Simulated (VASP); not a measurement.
# C (P6/mmm) in VASP: a series of runs, part 2 of 2

VASP 6.6.1.

## 3. Relaxation of shape and atoms at fixed volume, PBE+D3(BJ) (8.54 Å³/atom)

This run uses another cell than the first one, of 8.54 Å³/atom.

INCAR reads:

```
SYSTEM = C
PREC = Accurate ; ENCUT = 600
EDIFF = 1E-6 ; ISMEAR = 0
SIGMA = 0.1 ; LREAL = .False.
LASPH = .True. ; NELM = 60
ALGO = Normal ; ISIF = 4
LWAVE = .False. ; LCHARG = .False.
GGA = PE ; IVDW = 12
IBRION = 2 ; NSW = 50
EDIFFG = -0.01
```

KPOINTS reads:

```
Automatic mesh
0
Gamma
  18 18 12
  0 0 0
```

POSCAR reads:

```
C
1.0
    2.4326531972      0.0000000000      0.0000000000
   -1.2163265986      2.1067394674      0.0000000000
    0.0000000000      0.0000000000      3.3325570041
C
2
Direct
    0.3333333333      0.6666666667      0.0000000000
    0.6666666667      0.3333333333      0.0000000000
```

Potentials or basis: VASP PAW PBE potentials, release 64 (C).

Run with:

```bash
cat potpaw_PBE.64/C/POTCAR > POTCAR
mpirun -np 1 vasp_std > vasp.out
```

OUTCAR:

```text
SYSTEM = C
   PREC = Accurate
   ENCUT = 600
   EDIFF = 1E-6
   ISMEAR = 0
   LREAL = .False.
   LASPH = .True.
   NELM = 60
   ISIF = 4
   GGA = PE
   IVDW = 12
   IBRION = 2
   NSW = 50
   EDIFFG = -0.01
 IVDW          = 12

 ion  position               nearest neighbor table
   1  0.333  0.667  0.000-   2 1.40   2 1.40   2 1.40
   2  0.667  0.333  0.000-   1 1.40   1 1.40   1 1.40

  LATTYP: Found a hexagonal cell.
 ALAT       =     2.4326531972
 C/A-ratio  =     1.3699268798

  Lattice vectors:

 A1 = (   2.4326531972,   0.0000000000,   0.0000000000)
 A2 = (  -1.2163265986,   2.1067394674,   0.0000000000)
 A3 = (   0.0000000000,   0.0000000000,   3.3325570041)

Analysis of symmetry for initial positions (statically):
=====================================================================
 Subroutine PRICEL returns:
 Original cell was already a primitive cell.

 Routine SETGRP: Setting up the symmetry group for a
 hexagonal supercell.

 Subroutine GETGRP returns: Found 24 space group operations
 (whereof 24 operations were pure point group operations)
 out of a pool of 24 trial point group operations.

The static configuration has the point symmetry D_6h.

Analysis of symmetry for dynamics (positions and initial velocities):
[... 151 lines left out ...]
--------------------------------------- Ionic step        1  -------------------------------------------

 number of electron       7.9999999 magnetization

 Free energy of the ion-electron system (eV)
  ---------------------------------------------------
  ext. energy  EPLUGINS =         0.00000000
  ---------------------------------------------------
  free energy    TOTEN  =       -18.37053835 eV

  energy without entropy =      -18.37041099  energy(sigma->0) =      -18.37047467

------------------------ aborting loop because EDIFF is reached ----------------------------------------

 Edisp (eV)   -0.31458

 E8    (eV) :    -0.0892
[... 71 lines left out ...]
--------------------------------------- Ionic step        3  -------------------------------------------

 number of electron       7.9999999 magnetization

 Free energy of the ion-electron system (eV)
  ---------------------------------------------------
  ext. energy  EPLUGINS =         0.00000000
  ---------------------------------------------------
  free energy    TOTEN  =       -18.37811977 eV

  energy without entropy =      -18.37787734  energy(sigma->0) =      -18.37799856

 E-fermi :   5.0220     XC(G=0): -10.5021

 val. band max:        4.9865187988   @ k =   0.3333   0.3333   0.2500
 cond. band min:       5.1568045507   @ k =   0.3333   0.2778   0.5000
 fundamental gap:      0.1702857519
 Fermi energy:         5.0219718418

 k-point     1 :       0.0000    0.0000    0.0000
  band No.  band energies     occupation
      1     -14.7759      2.00000
      2      -1.4718      2.00000
      3       1.9794      2.00000
      4       1.9794      2.00000
      5       9.4713      0.00000
      6      13.3596      0.00000
      7      13.3596      0.00000
      8      16.8600      0.00000
[... 243 lines left out ...]
 k-point    24 :       0.3889    0.1111    0.0000
  band No.  band energies     occupation
      1     -10.0055      2.00000
      2      -7.3417      2.00000
      3      -2.2931      2.00000
      4       3.3738      2.00000
      5       8.1089      0.00000
      6      13.5250      0.00000
      7      15.3450      0.00000
      8      17.9611      0.00000

 [... further k-points ...]

------------------------ aborting loop because EDIFF is reached ----------------------------------------

 Edisp (eV)   -0.32237

 E8    (eV) :    -0.0916
[... 25 lines left out ...]
  FREE ENERGIE OF THE ION-ELECTRON SYSTEM (eV)
  ---------------------------------------------------
  free  energy   TOTEN  =       -18.7004856313 eV

  energy  without entropy=      -18.7002431942  energy(sigma->0) =      -18.70036441

 reached required accuracy - stopping structural energy minimisation
```

Run time: 39 s. Hardware: 1 thread of AMD EPYC 9R45 (Zen 5), shared host; peak memory 0.13 GiB.

What came out:

```
Free energy                : -18.7005 eV
Energy gained by relaxing  : 7.7 meV/atom
Ionic steps                : 3
Pressure after relaxing    : 4.5 GPa
Band gap on the k mesh     : zero (bands 4 and 5 overlap by 1.56 eV)
Dispersion energy per atom : -0.161 eV
```

The path:
```csv
step,energy change (eV),largest force (eV/Å),pressure (GPa),volume (Å³)
1,0.0000,0.0000,13.17,17.08
2,-0.0131,0.0000,1.32,17.08
3,-0.0154,0.0000,4.52,17.08
```

Final structure:
```
CELL_PARAMETERS angstrom
2.45584 0.00000 0.00000
-1.22792 2.12682 0.00000
0.00000 0.00000 3.26993
ATOMIC_POSITIONS crystal
C 0.33333 0.66667 0.00000
C 0.66667 0.33333 0.00000
```

Levels at points of the mesh, in eV from the Fermi level:
```tsv
k point	band 1	band 2	band 3	band 4	band 5	band 6	band 7	band 8
(0.00, 0.00, 0.00)	-19.80	-6.49	-3.04	-3.04	4.45	8.34	8.34	11.84
(0.50, 0.00, 0.00)	-14.45	-13.42	-6.47	-1.52	2.76	7.25	11.34	11.62
(0.00, 0.00, 0.50)	-19.43	-8.74	-3.00	-3.00	8.47	8.47	11.16	11.32
(0.50, 0.00, 0.50)	-14.18	-13.20	-6.40	-3.19	0.73	7.73	13.48	18.06
```

## 4. Relaxation of shape and atoms at fixed volume, PBE+D3(BJ) (8.82 Å³/atom)

This run uses another cell than the first one, of 8.82 Å³/atom.

INCAR reads:

```
SYSTEM = C
PREC = Accurate ; ENCUT = 600
EDIFF = 1E-7 ; ISMEAR = 0
SIGMA = 0.1 ; LREAL = .False.
LASPH = .True. ; NELM = 100
ALGO = Normal ; ISIF = 4
LWAVE = .False. ; LCHARG = .False.
GGA = PE ; IVDW = 12
IBRION = 2 ; NSW = 50
EDIFFG = -0.01
```

KPOINTS is that of step 3.

POSCAR reads:

```
C
1.0
    2.4366685257      0.0000000000      0.0000000000
   -1.2183342628      2.1102168439      0.0000000000
    0.0000000000      0.0000000000      3.4310854985
C
2
Direct
    0.3333333333      0.6666666667      0.0000000000
    0.6666666667      0.3333333333      0.0000000000
```

Run with:

```bash
cat potpaw_PBE.64/C/POTCAR > POTCAR
mpirun -np 1 vasp_std > vasp.out
```

Wall time 43 s (1 thread of AMD EPYC 9R45 (Zen 5), shared host); peak memory 0.13 GiB.

Results (log left out):

- Free energy: -18.7138 eV
- Energy gained by relaxing: 7.5 meV/atom
- Ionic steps: 3
- Pressure after relaxing: 2.4 GPa
- Band gap on the k mesh: zero (bands 4 and 5 overlap by 1.32 eV)
- Dispersion energy per atom: -0.156 eV

Step by step:
| step | energy change (eV) | largest force (eV/Å) | pressure (GPa) | volume (Å³) |
| --- | --- | --- | --- | --- |
| 1 | 0.0000 | 0.0000 | 10.74 | 17.64 |
| 2 | -0.0132 | 0.0000 | -0.42 | 17.64 |
| 3 | -0.0150 | 0.0000 | 2.36 | 17.64 |

Final structure:
```cif
data_structure
_symmetry_space_group_name_H-M 'P 1'
_symmetry_Int_Tables_number 1
_cell_length_a 2.4600
_cell_length_b 2.4600
_cell_length_c 3.3664
_cell_angle_alpha 90.000
_cell_angle_beta 90.000
_cell_angle_gamma 120.000
_cell_volume 17.64
loop_
_atom_site_label
_atom_site_type_symbol
_atom_site_fract_x
_atom_site_fract_y
_atom_site_fract_z
_atom_site_occupancy
C1 C 0.33333 0.66667 0.00000 1
C2 C 0.66667 0.33333 0.00000 1
```

Levels at points of the mesh, in eV from the Fermi level:
```csv
k point,band 1,band 2,band 3,band 4,band 5,band 6,band 7,band 8
"(0.00, 0.00, 0.00)",-19.70,-6.60,-3.02,-3.02,4.24,8.34,8.34,11.75
"(0.50, 0.00, 0.00)",-14.38,-13.34,-6.43,-1.62,2.63,7.27,11.20,11.49
"(0.00, 0.00, 0.50)",-19.40,-8.55,-2.98,-2.98,8.44,8.44,10.48,11.34
"(0.50, 0.00, 0.50)",-14.16,-13.16,-6.37,-3.03,0.88,7.66,13.38,17.41
```

## 5. The runs side by side

| cell | gap on the mesh (eV) | pressure (GPa) |
| --- | --- | --- |
| relaxed from a = 2.428, b = 2.428, c = 3.236 Å, angles 90.0, 90.0, 120.0°, 2 atoms | none | 7.2 |
| relaxed from a = 2.433, b = 2.433, c = 3.333 Å, angles 90.0, 90.0, 120.0°, 2 atoms | none | 4.5 |
| relaxed from a = 2.437, b = 2.437, c = 3.431 Å, angles 90.0, 90.0, 120.0°, 2 atoms | none | 2.4 |

Alike in all rows: task relaxation of shape and atoms at fixed volume; level PBE+D3(BJ); potentials or basis VASP PAW PBE potentials, release 64 (C); no spin polarisation; k mesh 18 × 18 × 12; cutoff (eV) 600; smearing gaussian 0.1 eV.

Absolute energies hang on the potentials; compare differences alone.
